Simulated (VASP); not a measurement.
# Fe (Im-3m) in VASP: a series of runs, part 2 of 2

VASP 6.6.1. Earlier steps stand in the parts before.

## (4) Single point, LDA, collinear spin, ferromagnetic start

INCAR

```
PREC = Accurate
ENCUT = 600
EDIFF = 1E-6
ISMEAR = 1
SIGMA = 0.1
LREAL = False
LASPH = True
NELM = 200
ALGO = Normal
ISIF = 2
LWAVE = False
LCHARG = True
ISPIN = 2
MAGMOM = 1.988
LORBIT = 11
LMAXMIX = 4
LELF = True
LVHAR = True
NBANDS = 18
GGA_COMPAT = False
```

KPOINTS

```
regular mesh
0
Gamma
  16 16 16
```

POSCAR

```
Fe
1.0
   -1.3745984210      1.3745984210      1.3745984210
    1.3745984210     -1.3745984210      1.3745984210
    1.3745984210      1.3745984210     -1.3745984210
Fe
1
Direct
    0.0000000000      0.0000000000      0.0000000000
```

Potentials or basis: VASP PAW LDA potentials, release 64 (Fe_sv).

Command:

```console
> cat potpaw_LDA.64/Fe_sv/POTCAR > POTCAR
> mpirun -np 1 vasp_std > vasp.out
```

OUTCAR:

```text
PREC = Accurate
   ENCUT = 600
   EDIFF = 1E-6
   ISMEAR = 1
   LREAL = False
   LASPH = True
   NELM = 200
   ISIF = 2
   ISPIN = 2
   LORBIT = 11

 ion  position               nearest neighbor table
   1  0.000  0.000  0.000-

  LATTYP: Found a body centered cubic cell.
 ALAT       =     2.7491968420

  Lattice vectors:

 A1 = (  -1.3745984210,   1.3745984210,   1.3745984210)
 A2 = (   1.3745984210,  -1.3745984210,   1.3745984210)
 A3 = (   1.3745984210,   1.3745984210,  -1.3745984210)

Analysis of symmetry for initial positions (statically):
=====================================================================
 Subroutine PRICEL returns:
 Original cell was already a primitive cell.

 Routine SETGRP: Setting up the symmetry group for a
 body centered cubic supercell.

 Subroutine GETGRP returns: Found 48 space group operations
 (whereof 48 operations were pure point group operations)
 out of a pool of 48 trial point group operations.

The static configuration has the point symmetry O_h .

Analysis of symmetry for dynamics (positions and initial velocities):
=====================================================================
 Subroutine PRICEL returns:
 Original cell was already a primitive cell.

 Routine SETGRP: Setting up the symmetry group for a
 body centered cubic supercell.

 Subroutine GETGRP returns: Found 48 space group operations
 (whereof 48 operations were pure point group operations)
 out of a pool of 48 trial point group operations.

The dynamic configuration has the point symmetry O_h .

Analysis of structural, dynamic, and magnetic symmetry:
=====================================================================
 Subroutine PRICEL returns:
 Original cell was already a primitive cell.

 Routine SETGRP: Setting up the symmetry group for a
 body centered cubic supercell.

 Subroutine GETGRP returns: Found 48 space group operations
 (whereof 48 operations were pure point group operations)
[... 124 lines left out ...]
   LORBIT       =     11    0 simple, 1 ext, 2 COOP (PROOUT), +10 PAW based schemes
   GGA     = CA    functional components
   LHFCALC =     F    Hartree Fock is set to
   AEXX    =    0.0000 exact exchange contribution
   IVDW    =     0    specifies the selected vdW correction
   LEPSILON=     F    determine dielectric tensor
   LRPA    =     F    only Hartree local field effects (RPA)
 spin polarized calculation
 Methfessel and Paxton  Order N= 1 SIGMA  =   0.10
  energy-cutoff  :      600.00
  volume of cell :       10.39
 maximum number of plane-waves:       370
   NGX =  9   NGY =  9   NGZ =  9

 number of electron      16.0000021 magnetization       1.9249791

 Free energy of the ion-electron system (eV)
  ---------------------------------------------------
  ext. energy  EPLUGINS =         0.00000000
  ---------------------------------------------------
  free energy    TOTEN  =        -9.30737532 eV

  energy without entropy =       -9.30702144  energy(sigma->0) =       -9.30725736

 E-fermi :  13.3525     XC(G=0): -14.6896

 val. band max:       13.3466929341   @ k =  -0.4375   0.4375   0.4375
 cond. band min:      13.3601343985   @ k =  -0.4375   0.5000   0.3750
 fundamental gap:      0.0134414644
 Fermi energy:        13.3525499538

 spin component 1

 k-point     1 :       0.0000    0.0000    0.0000
  band No.  band energies     occupation
      1     -73.8286      1.00000
      2     -40.0464      1.00000
      3     -40.0464      1.00000
      4     -40.0464      1.00000
      5       4.1765      1.00000
      6      10.8310      1.00000
[... 493 lines left out ...]
     17      52.2160      0.00000
     18      55.2948      0.00000

 [... further k-points ...]

 spin component 2

 k-point     1 :       0.0000    0.0000    0.0000
  band No.  band energies     occupation
      1     -71.7136      1.00000
      2     -37.9789      1.00000
      3     -37.9789      1.00000
      4     -37.9789      1.00000
      5       4.5419      1.00000
      6      12.3856      1.00000
[... 493 lines left out ...]
     17      52.7242      0.00000
     18      55.8580      0.00000

 [... further k-points ...]
[... 5 lines left out ...]
  --------------------------------------------------------------------------------------
  -------------------------------------------------------------------------------------
  Total       -0.3035768     -0.3035768     -0.3035768      0.0000000     -0.0000000      0.0000000
  in kB      -46.8157108    -46.8157108    -46.8157108      0.0000000     -0.0000000      0.0000000
  external PRESSURE =     -46.8157108 kB  Pullay stress =       0.0000000 kB

 VOLUME and BASIS-vectors are now :
 -----------------------------------------------------------------------------
  energy-cutoff  :      600.00
  volume of cell :       10.39
      direct lattice vectors                 reciprocal lattice vectors
    -1.374598421  1.374598421  1.374598421     0.000000000  0.363742597  0.363742597
     1.374598421 -1.374598421  1.374598421     0.363742597  0.000000000  0.363742597
     1.374598421  1.374598421 -1.374598421     0.363742597  0.363742597  0.000000000

 POSITION                                       TOTAL-FORCE (eV/Angst)
 -----------------------------------------------------------------------------------
      0.00000      0.00000      0.00000        -0.000000     -0.000000      0.000000
 -----------------------------------------------------------------------------------
    total drift:                                0.000000     -0.000000      0.000000

  FREE ENERGIE OF THE ION-ELECTRON SYSTEM (eV)
  ---------------------------------------------------
  free  energy   TOTEN  =        -9.3073753169 eV

  energy  without entropy=       -9.3070214398  energy(sigma->0) =       -9.30725736

 total charge

# of ion       s       p       d       tot
------------------------------------------
    1        2.203   6.048   5.556  13.807

 magnetization (x)

# of ion       s       p       d       tot
------------------------------------------
    1       -0.000  -0.004   1.891   1.887
```

OSZICAR:

```text
N       E                     dE             d eps       ncg     rms          rms(c)
DAV:   1     0.196292663176E+03    0.19629E+03   -0.91627E+03 11332   0.145E+03
DAV:   2    -0.273409499208E+01   -0.19903E+03   -0.18419E+03 10538   0.428E+02
DAV:   3    -0.105049074384E+02   -0.77708E+01   -0.76481E+01 12280   0.101E+02
DAV:   4    -0.106050433486E+02   -0.10014E+00   -0.10011E+00 12036   0.115E+01
DAV:   5    -0.106072761807E+02   -0.22328E-02   -0.22328E-02 12434   0.179E+00    0.134E+01
DAV:   6    -0.946697033507E+01    0.11403E+01   -0.26954E+00 11196   0.512E+01    0.982E+00
DAV:   7    -0.932353063390E+01    0.14344E+00   -0.40628E-01 11370   0.181E+01    0.461E+00
DAV:   8    -0.931432465863E+01    0.92060E-02   -0.77606E-03 11722   0.124E+00    0.135E+00
DAV:   9    -0.930750951193E+01    0.68151E-02   -0.34606E-03 14468   0.113E+00    0.306E-01
DAV:  10    -0.930736062269E+01    0.14889E-03   -0.68042E-04 11720   0.595E-01    0.656E-02
DAV:  11    -0.930736889269E+01   -0.82700E-05   -0.16940E-05 12418   0.774E-02    0.332E-02
DAV:  12    -0.930737464564E+01   -0.57529E-05   -0.24324E-06 11260   0.254E-02    0.130E-02
DAV:  13    -0.930737531686E+01   -0.67122E-06   -0.46164E-07  7576   0.172E-02
   1 F= -.93073753E+01 E0= -.93072574E+01  d E =-.353877E-03  mag=     1.9246
```

stdout:

```text
POSCAR found type information on POSCAR Fe
 POSCAR found :  1 types and       1 ions
 scaLAPACK will be used
 LDA part: xc-table for (Slater(with rela. corr.)+CA(PZ))
 , standard interpolation
 POSCAR, INCAR and KPOINTS ok, starting setup
 FFT: planning ... GRIDC
 FFT: planning ... GRID_SOFT
 FFT: planning ... GRID
 WAVECAR not read
 entering main loop
```

It took 33 s on 1 thread of AMD EPYC 9R45 (Zen 5), shared host; peak memory 0.13 GiB.

Results:

```
Free energy                                           : -9.3074 eV
Pressure                                              : -4.7 GPa
Net moment                                            : 1.92 μB per cell
Site moments                                          : Fe +1.89 μB
Valence electrons inside the program's atomic spheres : Fe 13.81
```

## (5) Single point, LDA, collinear spin, ferromagnetic start

INCAR

```
SYSTEM = Fe
ALGO = Normal
EDIFF = 1E-6
ENCUT = 600
GGA_COMPAT = .FALSE.
ISIF = 2
ISMEAR = 1
ISPIN = 2
LASPH = .TRUE.
LCHARG = .FALSE.
LMAXMIX = 4
LORBIT = 11
LREAL = .FALSE.
LWAVE = .FALSE.
MAGMOM = 1.988
NBANDS = 18
NELM = 200
PREC = Accurate
SIGMA = 0.2
```

KPOINTS

```
k-points
0
G
  16 16 16
  0 0 0
```

POSCAR is that of step 4.

Command:

```console
> cat potpaw_LDA.64/Fe_sv/POTCAR > POTCAR
> mpirun -np 1 vasp_std > vasp.out
```

Run time: 47 s. Hardware: 1 thread of Intel Xeon Platinum 8375C at 2.90GHz (Ice Lake), shared host; peak memory 0.16 GiB.

Results (log left out):

| Property | Result |
| --- | --- |
| Free energy | -9.3077 eV |
| Pressure | -4.3 GPa |
| Net moment | 1.94 μB per cell |
| Site moments | Fe +1.90 μB |
| Valence electrons inside the program's atomic spheres | Fe 13.81 |

Levels at points of the mesh, in eV from the Fermi level:
Spin up:
```csv
k point,band 5,band 6,band 7,band 8,band 9,band 10,band 11,band 12,band 13,band 14
"(0.00, 0.00, 0.00)",-9.17,-2.52,-2.52,-2.52,-0.96,-0.96,25.03,25.03,25.03,31.26
"(0.50, 0.00, 0.00)",-5.52,-3.79,-0.92,-0.73,0.26,0.64,8.14,18.60,21.22,24.58
"(0.50, 0.50, 0.50)",-5.42,-5.42,0.31,0.31,0.31,10.27,10.27,10.27,16.54,16.54
```
Spin down:
| k point | band 5 | band 6 | band 7 | band 8 | band 9 | band 10 |
| --- | --- | --- | --- | --- | --- | --- |
| (0.00, 0.00, 0.00) | -8.80 | -0.95 | -0.95 | -0.95 | 1.14 | 1.14 |
| (0.50, 0.00, 0.00) | -4.41 | -2.37 | 0.62 | 1.06 | 1.44 | 2.47 |
| (0.50, 0.50, 0.50) | -3.99 | -3.99 | 2.12 | 2.12 | 2.12 | 10.71 |

## (6) Summary

```tsv
smearing	gap on the mesh (eV)	pressure (GPa)	moment (μB)
gaussian 0.6 eV	none	-5.3	1.75
fermi-dirac 0.1 eV	none	-4.2	1.93
methfessel-paxton 0.1 eV	none	-4.7	1.92
methfessel-paxton 0.2 eV	none	-4.3	1.94
```

Alike in all rows: task single point; level LDA; potentials or basis VASP PAW LDA potentials, release 64 (Fe_sv); spin collinear, ferromagnetic start; cell as given; k mesh 16 × 16 × 16; cutoff (eV) 600.

Every run on the cell as given and a fine mesh finds a metal.

Absolute energies hang on the potentials; compare differences alone.
